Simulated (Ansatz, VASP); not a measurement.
## One calculation of RbBr, two programs

```
Rb Br
1.0
     0.00000    3.86950    3.86950
     3.86950    0.00000    3.86950
     3.86950    3.86950    0.00000
Rb Br
1 1
Direct
  0.00000 0.00000 0.00000
  0.25000 0.25000 0.25000
```

Alike in both runs: task single point; functional r2SCANh; k mesh 4 × 4 × 4; no spin polarisation.

|  | VASP | Ansatz |
| --- | --- | --- |
| version | VASP 6.6.1 | Ansatz 0.2.0 |
| potentials or method | VASP PAW PBE potentials, release 64 (Rb_sv, Br) | plane waves, PAW |
| plane-wave cutoff (eV) | 520 | 500 |
| occupations | gaussian, width 0.01 eV | fixed |
| valence electrons in the cell | 16 | 16 |

```tsv
	VASP	Ansatz	Ansatz less VASP
gap on the k mesh at the Fermi level (eV)	5.27	5.27	-0.004
pressure (GPa)	0.0	0.0	0.00
```

VASP's potentials were made for PBE, not for r2SCANh. Ansatz's warnings: stress exchange threshold loose, stress scf threshold loose, xc potential rough in thin density.
